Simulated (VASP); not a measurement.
Set up this calculation in VASP 6.6.1, as the native input.

```yaml
Task: single point
Functional: r2SCAN
Potentials_or_basis: VASP PAW PBE potentials, release 64 (Cs_sv, Cl)
Cutoff: 550 eV
k_mesh: 8 × 8 × 8
Occupations: fermi-dirac, width 0.02 eV
Spin: no spin polarisation
Dipole_correction: no
Further_INCAR_settings: ALGO = Normal; EDIFF = 1e-06; NBANDS = 15
```

The system is CsCl.

```
CELL_PARAMETERS angstrom
4.16739 0.00000 0.00000
0.00000 4.16739 0.00000
0.00000 0.00000 4.16739
ATOMIC_POSITIONS crystal
Cs 0.00000 0.00000 0.00000
Cl 0.50000 0.50000 0.50000
```

The input as run:

POSCAR

```
CsCl
1.0
    4.1673869900      0.0000000000      0.0000000000
    0.0000000000      4.1673869900      0.0000000000
    0.0000000000      0.0000000000      4.1673869900
Cs Cl
1 1
Direct
    0.0000000000      0.0000000000      0.0000000000
    0.5000000000      0.5000000000      0.5000000000
```

INCAR.step1

```
PREC     = Accurate       # precision mode
ENCUT    = 550            # plane-wave cutoff, eV
ISMEAR   = -1             # smearing method
SIGMA    = 0.02           # smearing width, eV
LREAL    = F              # projectors in reciprocal space
LASPH    = T              # aspherical terms in the spheres
NELM     = 120            # most SCF steps
NBANDS   = 15             # bands
GGA      = PE             # functional
ALGO     = Normal         # electronic algorithm
EDIFF    = 1E-5           # SCF threshold, eV
LWAVE    = T              # write WAVECAR
LCHARG   = F              # write CHGCAR
GGA_COMPAT= F
```

INCAR.step2

```
PREC     = Accurate       # precision mode
ENCUT    = 550            # plane-wave cutoff, eV
EDIFF    = 1E-6           # SCF threshold, eV
ISMEAR   = -1             # smearing method
SIGMA    = 0.02           # smearing width, eV
LREAL    = F              # projectors in reciprocal space
LASPH    = T              # aspherical terms in the spheres
NELM     = 120            # most SCF steps
ALGO     = Normal         # electronic algorithm
ISIF     = 2              # what is computed and relaxed
LWAVE    = F              # write WAVECAR
LCHARG   = F              # write CHGCAR
METAGGA  = R2SCAN         # meta-GGA
LMIXTAU  = T            
NBANDS   = 15             # bands
ISTART   = 1            
GGA_COMPAT= F
```

KPOINTS

```
Automatic mesh
0
Gamma
  8 8 8
```

Potentials or basis: VASP PAW PBE potentials, release 64 (Cs_sv, Cl).

Launch:

```bash
$ cat potpaw_PBE.64/Cs_sv/POTCAR potpaw_PBE.64/Cl/POTCAR > POTCAR
$ cp INCAR.step1 INCAR
$ mpirun -np 1 vasp_std > vasp.out
$ cp INCAR.step2 INCAR
$ mpirun -np 1 vasp_std > vasp.out
```

Results of the run:

```yaml
Pressure: -0.3 GPa
Band_gap_on_the_k_mesh: 5.90 eV
```

Caveat: the PAW data sets were made with another functional, which shifts forces and pressure a little; spin-orbit coupling is left out, which moves the levels of the heavy elements.

Run time: 38 s on 1 thread of Intel(R) Xeon(R) 6975P-C (Granite Rapids), with other jobs on the host, peak memory 0.2 GiB.
